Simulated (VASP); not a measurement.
## Hf3H4C2: relaxation of cell and atoms with PBE

Crystal: Hf3H4C2.

```
Hf H C
1.0
     5.81024    0.00000    0.00000
    -2.90512    5.03182    0.00000
     0.00000    0.00000    3.20774
Hf H C
3 4 2
Direct
  0.98809 0.62564 0.50000
  0.37436 0.36245 0.50000
  0.63755 0.01191 0.50000
  0.79076 0.96556 0.00000
  0.03444 0.82521 0.00000
  0.17479 0.20924 0.00000
  0.33333 0.66667 0.00000
  0.00000 0.00000 0.50000
  0.66667 0.33333 0.00000
```

The cell was generated, and may not be a known phase.

```
Program                : VASP 6.6.1
Task                   : relaxation of cell and atoms
Functional             : PBE
Potentials or basis    : VASP PAW PBE potentials, release 64 (Hf_pv, H, C)
Cutoff                 : 600 eV
k mesh                 : 6 × 6 × 12
Occupations            : gaussian, width 0.01 eV
Spin                   : no spin polarisation
Dipole correction      : no
Further INCAR settings : ALGO = Normal; EDIFF = 1e-06; IBRION = 2; EDIFFG = -0.01; NSW = 100; ISIF = 3
```

```json
{
 "Relaxed volume": "10.39 Å³/atom",
 "Relaxed cell": "a = 5.804 Å, b = 5.804 Å, c = 3.205 Å, α = 90.00°, β = 90.00°, γ = 120.00°",
 "Space group after relaxing (to 0.1 Å)": "P-6 (No. 174)",
 "Energy gained by relaxing": "0.1 meV/atom",
 "Ionic steps": "12",
 "Pressure after relaxing": "0.0 GPa",
 "Largest force after relaxing": "0.008 eV/Å",
 "Band gap on the k mesh": "zero (bands 21 and 22 overlap by 0.37 eV)"
}
```

Forces in eV/Å, atoms in the order of the input:
```
Hf  -0.002  0.001  0.000
Hf   0.000 -0.002  0.000
Hf   0.002  0.001  0.000
H   -0.008 -0.002  0.000
H    0.006 -0.006  0.000
H    0.002  0.008  0.000
H    0.000  0.000  0.000
C    0.000  0.000  0.000
C    0.000  0.000  0.000
```

Step by step:
```csv
step,energy change (eV),largest force (eV/Å),pressure (GPa),volume (Å³)
1,0.0000,0.0812,-0.47,93.78
2,-0.0007,0.0264,0.32,93.37
3,-0.0008,0.0249,0.10,93.49
4,-0.0009,0.0180,0.02,93.53
5,-0.0009,0.0176,-0.01,93.56
6,-0.0010,0.0131,-0.03,93.58
7,-0.0011,0.0101,-0.06,93.61
8,-0.0011,0.0124,0.00,93.56
9,-0.0011,0.0184,0.06,93.52
10,-0.0012,0.0101,0.03,93.52
11,-0.0012,0.0116,-0.02,93.52
12,-0.0012,0.0082,-0.01,93.51
```

Final structure:
```xyz
9
Lattice="5.8044 0.0000 0.0000 -2.9022 5.0268 0.0000 0.0000 0.0000 3.2047" Properties=species:S:1:pos:R:3 pbc="T T T"
Hf    3.9162    3.1444    1.6024
Hf    1.1232    1.8193    1.6024
Hf    3.6672    0.0630    1.6024
H     1.7916    4.8421    0.0000
H    -2.1869    4.1573    0.0000
H     0.3954    1.0542    3.2047
H     0.0000    3.3512    0.0000
C     0.0000    0.0000    1.6024
C     2.9022    1.6756    0.0000
```

Levels at points of the mesh, in eV from the Fermi level:
```csv
k point,band 19,band 20,band 21,band 22,band 23,band 24
"(0.00, 0.00, 0.00)",-1.46,-1.46,-0.63,0.94,0.94,1.52
"(0.50, 0.00, 0.00)",-1.89,-1.45,-0.96,0.11,0.82,2.42
"(0.00, 0.00, 0.50)",-1.93,-1.93,-0.92,0.56,0.56,1.92
"(0.50, 0.00, 0.50)",-2.37,-2.20,-1.06,-0.01,1.34,1.78
```

Run time: 6.8 min on 1 thread of Intel(R) Xeon(R) 6975P-C (Granite Rapids), on a shared host, peak memory 0.36 GiB.

Caveat: spin-orbit coupling is left out, which moves the levels of the heavy elements.
